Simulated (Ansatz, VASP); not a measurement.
**Two plane-wave programs on NaH**

File INCAR:

```
SYSTEM = NaH
ALGO = Normal
EDIFF = 1E-7
EDIFFG = -0.01
ENCUT = 600
GGA = PE
IBRION = 2
ISIF = 3
ISMEAR = 0
LASPH = .TRUE.
LCHARG = .FALSE.
LREAL = .FALSE.
LWAVE = .FALSE.
NELM = 100
NSW = 100
PREC = Accurate
SIGMA = 0.02
```

Contents of KPOINTS:

```
k-points
0
G
  12 12 12
  0 0 0
```

The input POSCAR:

```
NaH
1.0
    1.6778192334      0.9686893860      8.6581362438
   -1.6778192334      0.9686893860      8.6581362438
    0.0000000000     -1.9373787721      8.6581362438
Na H
3 3
Direct
    0.5000000000      0.5000000000      0.5000000000
    0.6130321690      0.6130321690      0.6130321690
    0.3869678310      0.3869678310      0.3869678310
    0.0000000000      0.0000000000      0.0000000000
    0.7767291038      0.7767291038      0.7767291038
    0.2232708962      0.2232708962      0.2232708962
```

Input for Ansatz:

```yaml
crystal:
  lattice:
    - [1.6778192334, 0.968689386, 8.6581362438]
    - [-1.6778192334, 0.968689386, 8.6581362438]
    - [0.0, -1.9373787721, 8.6581362438]
  atoms:
    - { symbol: Na, position: [0.5, 0.5, 0.5] }
    - { symbol: Na, position: [0.613032169, 0.613032169, 0.613032169] }
    - { symbol: Na, position: [0.386967831, 0.386967831, 0.386967831] }
    - { symbol: H, position: [0.0, 0.0, 0.0] }
    - { symbol: H, position: [0.7767291038, 0.7767291038, 0.7767291038] }
    - { symbol: H, position: [0.2232708962, 0.2232708962, 0.2232708962] }
basis:
  ecutwfc: 420
kpoints:
  mp_grid: { grid: [12, 12, 12] }
hamiltonian:
  xc: pbe
scf:
  occupations: { method: gaussian, width: 0.02 }
output:
  forces: true
  stress: true
  eigenvalues: true
  write_density: true
  write_potential: true
  elf: true
  volumetric_format: npy
relax:
  adjacent_minimum: "off"
  f_tol: 0.01
  max_steps: 80
  cell: { stress_tol: 0.05 }
```

Alike in both runs: task relaxation of cell and atoms; functional PBE; k mesh 12 × 12 × 12; occupations gaussian, width 0.02 eV; no spin polarisation.

|  | VASP | Ansatz |
| --- | --- | --- |
| version | VASP 6.6.1 | Ansatz 0.2.0 |
| potentials or method | VASP PAW PBE potentials, release 64 (Na_pv, H), cutoff 600 eV | scalar-relativistic, plane waves, PAW |
| valence electrons in the cell | 24 | 30 |

|  | VASP | Ansatz | Ansatz less VASP |
| --- | --- | --- | --- |
| gap on the k mesh at the Fermi level, each at its own relaxed structure (eV) | 3.46 | 3.46 | -0.006 |
| relaxed volume (Å³/atom) | 14.18 | 14.22 | +0.035 |
| relaxed length of the cell vector where the two differ most in proportion (Å) | 8.898 | 8.909 | +0.0104 |

VASP's potentials hold 24 valence electrons a cell and Ansatz's 30, so a difference there can come from the potentials and not from the codes.
